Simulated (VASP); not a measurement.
# TiAl3 (I4/mmm) in VASP: notebook

TiAl3 is run at these levels: LDA; tasks: single point, relaxation of cell and atoms.

Program: VASP 6.6.1. These are calculated values, not measurements. Logs are shortened: lines on timing, memory, paths and dates and some standing lists are left out, and cuts for length are marked.

## (1) The cell of the first run

Symmetry: I4/mmm, No. 139, tetragonal system. Conventional cell: a = 3.779 Å, b = 3.779 Å, c = 8.483 Å, α = 90.00°, β = 90.00°, γ = 90.00°. Within 3.5 Å of Ti (site symmetry 4/mmm) lie 12 Al at 2.67 to 2.84 Å. Al (site symmetry 4/mmm) has 4 Ti at 2.67 Å and 8 Al at 2.84 Å within 3.5 Å. Al (site symmetry -4m2) has 8 Al at 2.67 to 2.84 Å and 4 Ti at 2.84 Å within 3.5 Å.

## (2) Single point, LDA

File INCAR:

```
PREC = Accurate
ENCUT = 520
EDIFF = 1E-6
ISMEAR = 0
SIGMA = 0.1
LREAL = False
LASPH = True
NELM = 100
ALGO = Fast
ISIF = 2
LWAVE = False
LCHARG = False
GGA = CA
NBANDS = 18
```

File KPOINTS:

```
Automatic mesh
0
Gamma
  14 14 14
```

File POSCAR:

```
TiAl3
1.0
   -1.8893640834      1.8893640834      4.2417225201
    1.8893640834     -1.8893640834      4.2417225201
    1.8893640834      1.8893640834     -4.2417225201
Ti Al
1 3
Direct
    0.0000000000      0.0000000000      0.0000000000
    0.5000000000      0.5000000000      0.0000000000
    0.7500000000      0.2500000000      0.5000000000
    0.2500000000      0.7500000000      0.5000000000
```

Potentials or basis: VASP PAW LDA potentials, release 64 (Ti_sv, Al).

Run with:

```sh
cat potpaw_LDA.64/Ti_sv/POTCAR potpaw_LDA.64/Al/POTCAR > POTCAR
mpirun -np 1 vasp_std > vasp.out
```

OUTCAR:

```text
PREC = Accurate
   ENCUT = 520
   EDIFF = 1E-6
   ISMEAR = 0
   LREAL = False
   LASPH = True
   NELM = 100
   ISIF = 2
   GGA = CA

 ion  position               nearest neighbor table
   1  0.000  0.000  0.000-   2 2.67   2 2.67   2 2.67   2 2.67   3 2.84   3 2.84   4 2.84   4 2.84
                             4 2.84   3 2.84   4 2.84   3 2.84
   2  0.500  0.500  0.000-   1 2.67   1 2.67   1 2.67   1 2.67   4 2.84   4 2.84   3 2.84   3 2.84
                             4 2.84   3 2.84   4 2.84   3 2.84
   3  0.750  0.250  0.500-   4 2.67   4 2.67   4 2.67   4 2.67   2 2.84   2 2.84   1 2.84   1 2.84
                             2 2.84   1 2.84   2 2.84   1 2.84
   4  0.250  0.750  0.500-   3 2.67   3 2.67   3 2.67   3 2.67   1 2.84   1 2.84   2 2.84   2 2.84
                             2 2.84   1 2.84   2 2.84   1 2.84

  LATTYP: Found a body centered tetragonal cell.
 ALAT       =     3.7787281668
 C/A-ratio  =     2.2450530088

  Lattice vectors:

 A1 = (  -1.8893640834,   1.8893640834,   4.2417225201)
 A2 = (   1.8893640834,  -1.8893640834,   4.2417225201)
 A3 = (   1.8893640834,   1.8893640834,  -4.2417225201)

Analysis of symmetry for initial positions (statically):
=====================================================================
 Subroutine PRICEL returns:
 Original cell was already a primitive cell.

 Routine SETGRP: Setting up the symmetry group for a
 body centered tetragonal supercell.

 Subroutine GETGRP returns: Found 16 space group operations
 (whereof 16 operations were pure point group operations)
 out of a pool of 16 trial point group operations.

The static configuration has the point symmetry D_4h.

Analysis of symmetry for dynamics (positions and initial velocities):
=====================================================================
 Subroutine PRICEL returns:
 Original cell was already a primitive cell.

 Routine SETGRP: Setting up the symmetry group for a
 body centered tetragonal supercell.

 Subroutine GETGRP returns: Found 16 space group operations
 (whereof 16 operations were pure point group operations)
 out of a pool of 16 trial point group operations.

The dynamic configuration has the point symmetry D_4h.

 Subroutine INISYM returns: Found 16 space group operations
 (whereof 16 operations are pure point group operations),
 and found     1 'primitive' translations

----------------------------------------------------------------------------------------

                                     Primitive cell

  volume of cell :      60.5667

  direct lattice vectors                    reciprocal lattice vectors
    -1.889364083  1.889364083  4.241722520     0.000000000  0.264639306  0.117876640
     1.889364083 -1.889364083  4.241722520     0.264639306  0.000000000  0.117876640
     1.889364083  1.889364083 -4.241722520     0.264639306  0.264639306  0.000000000

  length of vectors
     5.013143048  5.013143048  5.013143048     0.289704789  0.289704789  0.374256496

  position of ions in fractional coordinates (direct lattice)
     0.000000000  0.000000000  0.000000000
     0.500000000  0.500000000  0.000000000
     0.750000000  0.250000000  0.500000000
     0.250000000  0.750000000  0.500000000

  ion indices of the primitive-cell ions
   primitive index   ion index
                 1           1
                 2           2
                 3           3
                 4           4

----------------------------------------------------------------------------------------

 KPOINTS: Automatic mesh

Automatic generation of k-mesh.
 Grid dimensions read from file:
 generate k-points for:   14   14   14

 Generating k-lattice:

  Cartesian coordinates                     Fractional coordinates (reciprocal lattice)
     0.000000000  0.018902808  0.008419760     0.071428571  0.000000000 -0.000000000
     0.018902808  0.000000000  0.008419760     0.000000000  0.071428571 -0.000000000
     0.018902808  0.018902808  0.000000000     0.000000000  0.000000000  0.071428571

  Length of vectors
     0.020693199  0.020693199  0.026732607

  Shift w.r.t. Gamma in fractional coordinates (k-lattice)
     0.000000000  0.000000000  0.000000000

 Subroutine IBZKPT returns following result:
 ===========================================

 Found    244 irreducible k-points:

 Following reciprocal coordinates:
            Coordinates               Weight
  0.000000  0.000000  0.000000      1.000000
  0.071429 -0.000000  0.000000      8.000000
  0.142857 -0.000000  0.000000      8.000000
  0.214286 -0.000000  0.000000      8.000000
  0.285714  0.000000  0.000000      8.000000
  0.357143 -0.000000  0.000000      8.000000
[... 16 lines left out ...]
  0.214286  0.142857  0.000000     16.000000
  0.285714  0.142857  0.000000     16.000000
 [... further k-points ...]
   k-points           NKPTS =    244   k-points in BZ     NKDIM =    244   number of bands    NBANDS=     18
   number of dos      NEDOS =    301   number of ions     NIONS =      4
   total plane-waves  NPLWV =  64000
   dimension x,y,z NGX =    40 NGY =   40 NGZ =   40
   dimension x,y,z NGXF=    80 NGYF=   80 NGZF=   80
   ions per type =               1   3
   NGX,Y,Z   is equivalent  to a cutoff of  13.26, 13.26, 13.26 a.u.
   NGXF,Y,Z  is equivalent  to a cutoff of  26.53, 26.53, 26.53 a.u.
 SYSTEM =  unknown system
   PREC   = accura    normal or accurate (medium, high low for compatibility)
   ISTART =      0    job   : 0-new  1-cont  2-samecut
   ICHARG =      2    charge: 1-file 2-atom 10-const
   ISPIN  =      1    spin polarized calculation?
   LNONCOLLINEAR =      F non collinear calculations
   LSORBIT =      F    spin-orbit coupling
   LASPH  =      T    aspherical Exc in radial PAW
   ENCUT  =  520.0 eV  38.22 Ry    6.18 a.u.   9.32  9.32  9.32*2*pi/ulx,y,z
   NELM   =    100;   NELMIN=  2; NELMDL= -5     # of ELM steps
   EDIFF  = 0.1E-05   stopping-criterion for ELM
   LREAL  =      F    real-space projection
   EDIFFG = 0.1E-04   stopping-criterion for IOM
   NSW    =      0    number of steps for IOM
   IBRION =     -1    ionic relax: 0-MD 1-quasi-New 2-CG
   NFREE  =      0    steps in history (QN), initial steepest desc. (CG)
   ISIF   =      2    stress and relaxation
   ISYM   =      2    0-nonsym 1-usesym 2-fastsym
   POTIM  = 0.5000    time-step for ionic-motion
   TEBEG  =    0.0;   TEEND  =   0.0 temperature during run
   PSTRESS=    0.0 pullay stress
   NELECT =      21.0000    total number of electrons
   NUPDOWN=      -1.0000    fix difference up-down
   EMIN   =  10.00;   EMAX   =-10.00  energy-range for DOS
   EFERMI =   0.00;   METHOD = LEGACY
   ISMEAR =     0;   SIGMA  =   0.10  broadening in eV -4-tet -1-fermi 0-gaus
   EFERMI_NEDOS =   21; number of points for ismear=-14 and -15
   IALGO  =     68    algorithm
   IMIX   =      4    mixing-type and parameters
     AMIX     =   0.40;   BMIX     =  1.00
     AMIX_MAG =   1.60;   BMIX_MAG =  1.00
  volume/ion in A,a.u.               =      15.14       102.18
  Fermi-wavevector in a.u.,A,eV,Ry     =   1.150103  2.173380 17.996929  1.322737
  Thomas-Fermi vector in A             =   2.286769
   LORBIT       =      0    0 simple, 1 ext, 2 COOP (PROOUT), +10 PAW based schemes
   GGA     = CA    functional components
   LHFCALC =     F    Hartree Fock is set to
   AEXX    =    0.0000 exact exchange contribution
   IVDW    =     0    specifies the selected vdW correction
   LEPSILON=     F    determine dielectric tensor
   LRPA    =     F    only Hartree local field effects (RPA)
 non-spin polarized calculation
 RMM-DIIS sequential band-by-band and
 Gauss-broadening in eV      SIGMA  =   0.10
  energy-cutoff  :      520.00
  volume of cell :       60.57
 maximum number of plane-waves:      1644
 NGX is ok and might be reduce to    40
   NGX = 19   NGY = 19   NGZ = 19

 number of electron      21.0000000 magnetization

 Free energy of the ion-electron system (eV)
  ---------------------------------------------------
  ext. energy  EPLUGINS =         0.00000000
  ---------------------------------------------------
  free energy    TOTEN  =       -22.79827622 eV

  energy without entropy =      -22.78955011  energy(sigma->0) =      -22.79391316

 E-fermi :   8.4612     XC(G=0): -11.1169

 val. band max:        8.4578378496   @ k =  -0.3571   0.5000   0.1429
 cond. band min:       8.4630434609   @ k =  -0.3571  -0.3571   0.0714
 fundamental gap:      0.0052056113
 Fermi energy:         8.4611974544

 k-point     1 :       0.0000    0.0000    0.0000
  band No.  band energies     occupation
      1     -47.1878      2.00000
      2     -23.9009      2.00000
      3     -23.9009      2.00000
      4     -23.8227      2.00000
      5      -1.7805      2.00000
      6       5.5479      2.00000
[... 10 lines left out ...]
     17      12.4189      0.00000
     18      12.4265      0.00000

 k-point     2 :       0.0714   -0.0000    0.0000
  band No.  band energies     occupation
      1     -47.1877      2.00000
      2     -23.9026      2.00000
      3     -23.9008      2.00000
      4     -23.8226      2.00000
      5      -1.7151      2.00000
      6       5.2457      2.00000
[... 10 lines left out ...]
     17      12.4408      0.00000
     18      12.8124      0.00000

 k-point     3 :       0.1429   -0.0000    0.0000
  band No.  band energies     occupation
      1     -47.1875      2.00000
      2     -23.9074      2.00000
      3     -23.9005      2.00000
      4     -23.8224      2.00000
      5      -1.5199      2.00000
      6       4.8578      2.00000
[... 10 lines left out ...]
     17      12.5326      0.00000
     18      13.6626      0.00000

 k-point     4 :       0.2143   -0.0000    0.0000
  band No.  band energies     occupation
      1     -47.1871      2.00000
      2     -23.9143      2.00000
      3     -23.9001      2.00000
      4     -23.8221      2.00000
      5      -1.1980      2.00000
      6       4.4096      2.00000
[... 375 lines left out ...]
      4     -23.8223      2.00000
      5      -1.1795      2.00000
      6       4.1888      2.00000
[... 10 lines left out ...]
     17      13.5881      0.00000
     18      13.6950      0.00000

 k-point    23 :       0.2143    0.1429    0.0000
  band No.  band energies     occupation
      1     -47.1868      2.00000
      2     -23.9137      2.00000
      3     -23.9063      2.00000
      4     -23.8220      2.00000
      5      -0.8229      2.00000
      6       3.9098      2.00000
[... 10 lines left out ...]
     17      13.2948      0.00000
     18      14.2937      0.00000

 k-point    24 :       0.2857    0.1429    0.0000
  band No.  band energies     occupation
      1     -47.1864      2.00000
      2     -23.9212      2.00000
      3     -23.9058      2.00000
      4     -23.8216      2.00000
      5      -0.3500      2.00000
      6       3.5124      2.00000
[... 10 lines left out ...]
     17      13.4252      0.00000
     18      14.4912      0.00000

 [... further k-points ...]
[... 5 lines left out ...]
  --------------------------------------------------------------------------------------
  -------------------------------------------------------------------------------------
  Total        0.0691843      0.0691843      0.0654224      0.0000000     -0.0000000      0.0000000
  in kB        1.8301419      1.8301419      1.7306262      0.0000000     -0.0000000      0.0000000
  external PRESSURE =       1.7969700 kB  Pullay stress =       0.0000000 kB

 VOLUME and BASIS-vectors are now :
 -----------------------------------------------------------------------------
  energy-cutoff  :      520.00
  volume of cell :       60.57
      direct lattice vectors                 reciprocal lattice vectors
    -1.889364083  1.889364083  4.241722520     0.000000000  0.264639306  0.117876640
     1.889364083 -1.889364083  4.241722520     0.264639306  0.000000000  0.117876640
     1.889364083  1.889364083 -4.241722520     0.264639306  0.264639306  0.000000000

 POSITION                                       TOTAL-FORCE (eV/Angst)
 -----------------------------------------------------------------------------------
      0.00000      0.00000      0.00000         0.000000     -0.000000      0.000000
      0.00000      0.00000      4.24172         0.000000     -0.000000      0.000000
      0.00000      1.88936      2.12086         0.000000      0.000000     -0.000000
      1.88936      0.00000      2.12086        -0.000000     -0.000000     -0.000000
 -----------------------------------------------------------------------------------
    total drift:                               -0.000000     -0.000000      0.000000

  FREE ENERGIE OF THE ION-ELECTRON SYSTEM (eV)
  ---------------------------------------------------
  free  energy   TOTEN  =       -22.7982762150 eV

  energy  without entropy=      -22.7895501141  energy(sigma->0) =      -22.79391316
```

It took 16 min on 1 thread of AMD EPYC 7R43 (Zen 3), shared host; peak memory 0.34 GiB.

Results:

* Free energy: -22.7983 eV
* Pressure: 0.2 GPa
* Band gap on the k mesh: zero (an odd number of electrons rules out a gap without spin polarisation)

Levels at points of the mesh, in eV from the Fermi level:
```tsv
k point	band 7	band 8	band 9	band 10	band 11	band 12	band 13	band 14	band 15	band 16
(0.00, 0.00, 0.00)	-2.64	-1.48	-1.25	-1.25	0.86	1.86	1.86	2.32	2.62	3.96
(0.50, 0.00, 0.00)	-3.67	-2.93	-1.08	-0.29	0.51	1.86	2.17	2.81	3.28	4.66
(0.50, 0.50, 0.00)	-4.43	-3.80	-2.66	-2.21	-1.03	1.84	1.99	2.78	2.95	3.33
(0.50, 0.50, 0.50)	-2.06	-0.87	-0.87	-0.24	0.71	0.71	0.99	3.16	4.97	6.27
```

## (3) Single point, LDA

File INCAR:

```
SYSTEM = TiAl3
PREC = Accurate
ENCUT = 520
EDIFF = 1E-7
ISMEAR = -1
SIGMA = 0.15
LREAL = .FALSE.
LASPH = .TRUE.
NELM = 60
ALGO = Fast
ISIF = 2
LWAVE = .FALSE.
LCHARG = .FALSE.
NBANDS = 18
```

File KPOINTS:

```
Automatic mesh
0
G
  16 16 16
  0 0 0
```

File POSCAR:

```
TiAl3
1.0
   -1.8924269455      1.8924269455      4.2323877448
    1.8924269455     -1.8924269455      4.2323877448
    1.8924269455      1.8924269455     -4.2323877448
Ti Al
1 3
Direct
    0.0000000000      0.0000000000      0.0000000000
    0.5000000000      0.5000000000      0.0000000000
    0.7500000000      0.2500000000      0.5000000000
    0.2500000000      0.7500000000      0.5000000000
```

Potentials or basis: VASP PAW LDA potentials, release 64 (Ti_sv, Al).

Run with:

```sh
cat potpaw_LDA.64/Ti_sv/POTCAR potpaw_LDA.64/Al/POTCAR > POTCAR
mpirun -np 1 vasp_std > vasp.out
```

Run time: 36 min. Hardware: 1 thread of AMD EPYC 7R43 (Zen 3), shared host; peak memory 0.44 GiB.

The run converged. Its results:

```
Free energy            : -22.8584 eV
Pressure               : 0.2 GPa
Band gap on the k mesh : zero (an odd number of electrons rules out a gap without spin polarisation)
```

Levels at points of the mesh, in eV from the Fermi level:
```tsv
k point	band 8	band 9	band 10	band 11	band 12	band 13	band 14	band 15
(0.00, 0.00, 0.00)	-1.51	-1.29	-1.29	0.83	1.80	1.80	2.28	2.55
(0.50, 0.00, 0.00)	-2.95	-1.12	-0.31	0.48	1.82	2.12	2.79	3.22
(0.50, 0.50, 0.00)	-3.83	-2.71	-2.24	-1.05	1.81	1.96	2.77	2.93
(0.50, 0.50, 0.50)	-0.93	-0.93	-0.27	0.68	0.68	0.96	3.13	4.92
```

## (4) Relaxation of cell and atoms, LDA

This run uses another cell than the first one, of 15.63 Å³/atom.

File INCAR:

```
PREC = Accurate ; ENCUT = 600
EDIFF = 1E-6 ; ISMEAR = 0
SIGMA = 0.1 ; LREAL = F
LASPH = T ; NELM = 60
ALGO = Fast ; ISIF = 3
LWAVE = F ; LCHARG = F
IBRION = 2 ; NSW = 100
EDIFFG = -0.002
```

File KPOINTS:

```
Automatic mesh
0
Gamma
  14 14 14
```

File POSCAR:

```
TiAl3
1.0
   -1.9111067700      1.9111067700      4.2806687900
    1.9111067700     -1.9111067700      4.2806687900
    1.9111067700      1.9111067700     -4.2806687900
Ti Al
1 3
Direct
    0.0000000000      0.0000000000      0.0000000000
    0.5000000000      0.5000000000      0.0000000000
    0.7500000000      0.2500000000      0.5000000000
    0.2500000000      0.7500000000      0.5000000000
```

Run with:

```sh
cat potpaw_LDA.64/Ti_sv/POTCAR potpaw_LDA.64/Al/POTCAR > POTCAR
mpirun -np 1 vasp_std > vasp.out
```

Run time: 58 min. Hardware: 1 thread of AMD EPYC 7R43 (Zen 3), shared host; peak memory 0.37 GiB.

It converged, with:

```
Free energy                           : -22.7987 eV
Relaxed volume                        : 15.17 Å³/atom
Relaxed cell                          : a = 5.016 Å, b = 5.016 Å, c = 5.016 Å, α = 135.72°, β = 135.72°, γ = 64.41°
Space group after relaxing (to 0.1 Å) : I4/mmm (No. 139)
Energy gained by relaxing             : 5.1 meV/atom
Ionic steps                           : 9
Pressure after relaxing               : 0.0 GPa
Band gap on the k mesh                : zero (an odd number of electrons rules out a gap without spin polarisation)
```

The path:
```csv
step,energy change (eV),largest force (eV/Å),pressure (GPa),volume (Å³)
1,0.0000,0.0000,-3.34,62.54
2,-0.0137,0.0000,2.00,59.63
3,-0.0203,0.0000,0.01,60.66
4,-0.0203,0.0000,-0.09,60.70
5,-0.0203,0.0000,-0.07,60.70
6,-0.0203,0.0000,-0.05,60.70
7,-0.0203,0.0000,-0.03,60.68
8,-0.0203,0.0000,0.07,60.64
9,-0.0203,0.0000,0.00,60.66
```

Final structure:
```
Ti Al
1.0
    -1.89037    1.89037    4.24403
     1.89037   -1.89037    4.24403
     1.89037    1.89037   -4.24403
Ti Al
1 3
Direct
  0.00000 0.00000 0.00000
  0.50000 0.50000 0.00000
  0.75000 0.25000 0.50000
  0.25000 0.75000 0.50000
```

Levels at points of the mesh, in eV from the Fermi level:
| k point | band 7 | band 8 | band 9 | band 10 | band 11 | band 12 | band 13 | band 14 |
| --- | --- | --- | --- | --- | --- | --- | --- | --- |
| (0.00, 0.00, 0.00) | -2.64 | -1.47 | -1.25 | -1.25 | 0.86 | 1.86 | 1.86 | 2.32 |
| (0.50, 0.00, 0.00) | -3.66 | -2.93 | -1.07 | -0.29 | 0.51 | 1.85 | 2.17 | 2.81 |
| (0.50, 0.50, 0.00) | -4.43 | -3.80 | -2.66 | -2.21 | -1.03 | 1.84 | 1.98 | 2.78 |
| (0.50, 0.50, 0.50) | -2.05 | -0.87 | -0.87 | -0.24 | 0.71 | 0.71 | 0.98 | 3.15 |

## (5) Overview

| task | cell | k mesh | cutoff (eV) | smearing | gap on the mesh (eV) | pressure (GPa) |
| --- | --- | --- | --- | --- | --- | --- |
| single point | a = 5.013 Å, angles 135.7, 135.7, 64.4°, 4 atoms | 14 × 14 × 14 | 520 | gaussian 0.1 eV | none | 0.2 |
| single point | a = 5.008 Å, angles 135.6, 135.6, 64.6°, 4 atoms | 16 × 16 × 16 | 520 | fermi-dirac 0.15 eV | none | 0.2 |
| relaxation of cell and atoms | relaxed from a = 5.062 Å, angles 135.6, 135.6, 64.5°, 4 atoms | 14 × 14 × 14 | 600 | gaussian 0.1 eV | none | 0.0 |

Alike in all rows: level LDA; potentials or basis VASP PAW LDA potentials, release 64 (Ti_sv, Al); no spin polarisation.

Total energies depend on the potentials used, so only differences within one code and one set of settings carry meaning.
